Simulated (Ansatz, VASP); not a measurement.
## Two plane-wave programs on GaSb

INCAR

```
ALGO = Normal ; EDIFF = 1E-6
ENCUT = 520 ; GGA = PE
ISIF = 2 ; ISMEAR = -1
LASPH = True ; LCHARG = True
LELF = True ; LREAL = False
LVHAR = True ; LWAVE = False
NBANDS = 16 ; NELM = 100
PREC = Accurate ; SIGMA = 0.02
```

File KPOINTS:

```
k-points
0
Gamma
  8 8 8
```

POSCAR

```
GaSb
1.0
    0.0000000000      3.1271963739      3.1271963739
    3.1271963739      0.0000000000      3.1271963739
    3.1271963739      3.1271963739      0.0000000000
Ga Sb
1 1
Direct
    0.0000000000      0.0000000000      0.0000000000
    0.2500000000      0.2500000000      0.2500000000
```

Input for Ansatz:

```yaml
crystal:
  lattice:
    - [0.0, 3.1271963739, 3.1271963739]
    - [3.1271963739, 0.0, 3.1271963739]
    - [3.1271963739, 3.1271963739, 0.0]
  atoms:
    - { symbol: Ga, position: [0.0, 0.0, 0.0] }
    - { symbol: Sb, position: [0.25, 0.25, 0.25] }
kpoints:
  mp_grid: { grid: [8, 8, 8] }
  band_path:
    path:
      - [0.0, 0.0, 0.0]
      - [-0.5, -0.5, 0.0]
      - [-0.375, -0.375, 0.25]
      - [-0.375, 0.0, 0.375]
      - [0.0, 0.0, 0.5]
      - [-0.5, -0.25, 0.25]
    npoints: 1
hamiltonian:
  xc: pbe
scf:
  occupations: { method: fermi_dirac, width: 0.02 }
  n_extra_bands: 4
output:
  forces: true
  stress: true
  eigenvalues: true
  write_density: true
  write_potential: true
  elf: true
  volumetric_format: npy
```

Change from the starting cell: hydrostatic strain +2.0%.

Alike in both runs: task single point; functional PBE; k mesh 8 × 8 × 8; occupations fermi-dirac, width 0.02 eV; no spin polarisation.

```csv
,VASP,Ansatz
version,VASP 6.6.1,Ansatz 0.2.0
potentials or method,"VASP PAW PBE potentials, release 64 (Ga_d, Sb)","plane waves, PAW"
plane-wave cutoff (eV),520,420
valence electrons in the cell,18,28
```

|  | VASP | Ansatz | Ansatz less VASP |
| --- | --- | --- | --- |
| pressure (GPa) | -0.8 | -0.8 | -0.07 |

VASP's potentials hold 18 valence electrons a cell and Ansatz's 28, so a difference there can come from the potentials and not from the codes.

Spin-orbit coupling is off throughout.
